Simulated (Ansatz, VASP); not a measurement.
VSi in VASP and in Ansatz

File INCAR:

```
SYSTEM = VSi
PREC = Accurate
ENCUT = 520
EDIFF = 1E-8
ISMEAR = -1
SIGMA = 0.03
LREAL = .False.
LASPH = .True.
NELM = 150
ALGO = Normal
ISIF = 2
LWAVE = .False.
LCHARG = .False.
ISPIN = 2
MAGMOM = 1.5 0
LORBIT = 11
LMAXMIX = 4
GGA = PE
LEFG = .True.
NBANDS = 20
```

Contents of KPOINTS:

```
regular mesh
0
Gamma
  13 13 13
  0 0 0
```

Contents of POSCAR:

```
VSi
1.0
    0.0000000000      2.4598431508      2.4598431508
    2.4598431508      0.0000000000      2.4598431508
    2.4598431508      2.4598431508      0.0000000000
V Si
1 1
Direct
    0.0000000000      0.0000000000      0.0000000000
    0.5000000000      0.5000000000      0.5000000000
```

Input for Ansatz:

```yaml
crystal:
  lattice:
    - [0.0, 2.4598431508, 2.4598431508]
    - [2.4598431508, 0.0, 2.4598431508]
    - [2.4598431508, 2.4598431508, 0.0]
  atoms:
    - { symbol: V, position: [0.0, 0.0, 0.0], spin: 1.5 }
    - { symbol: Si, position: [0.5, 0.5, 0.5] }
magnetization:
  spin_polarized: true
kpoints:
  mp_grid: { grid: [13, 13, 13] }
scf:
  occupations: { method: fermi_dirac, width: 0.03 }
hamiltonian:
  xc: pbe
  pseudopotentials: { kind: paw }
output:
  forces: true
  stress: true
  eigenvalues: true
  efg: { contact_densities: true }
```

Change from the starting cell: volume scaled by 1.02, PAW files.

Alike in both runs: task electric field gradients; functional PBE; k mesh 13 × 13 × 13; occupations fermi-dirac, width 0.03 eV; collinear spin.

```csv
,VASP,Ansatz
version,VASP 6.6.1,Ansatz 0.2.0
potentials or method,"VASP PAW PBE potentials, release 64 (V_sv, Si)","PAW with Ansatz's default frozen-core files, scalar-relativistic"
plane-wave cutoff (eV),520,420
valence electrons in the cell,17,17
```

```csv
,VASP,Ansatz,Ansatz less VASP
pressure (GPa),-2.6,-2.6,-0.07
net moment per atom (μB),0.00,0.00,0.000
```

Ansatz's warnings: seeded moment not kept.
